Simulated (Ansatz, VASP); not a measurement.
## Two plane-wave programs on AlRu

```
Al Ru
1.0
     2.99160    0.00000    0.00000
     0.00000    2.99160    0.00000
     0.00000    0.00000    2.99160
Al Ru
1 1
Cartesian
  0.0000 0.0000 0.0000
  1.4958 1.4958 1.4958
```

Alike in both runs: task relaxation of cell and atoms; functional r2SCAN; k mesh 16 × 16 × 16; occupations fermi-dirac, width 0.1 eV; no spin polarisation.

```csv
,VASP,Ansatz
version,VASP 6.6.1,Ansatz 0.2.0
potentials or method,"VASP PAW PBE potentials, release 64 (Al, Ru_pv)","PAW with Ansatz's default frozen-core files, scalar-relativistic"
plane-wave cutoff (eV),600,500
valence electrons in the cell,17,19
```

VASP gave:

```
relaxed volume (Å³/atom)                                     : 13.28
relaxed cell length with the largest relative difference (Å) : 2.984
```

Task: What did Ansatz give for the same quantities?

Result: Relaxed volume (Å³/atom): 13.27; relaxed cell length with the largest relative difference (Å): 2.983.

VASP's potentials were made for PBE, not for r2SCAN. VASP's potentials hold 17 valence electrons a cell and Ansatz's 19, so a difference there can come from the potentials and not from the codes.
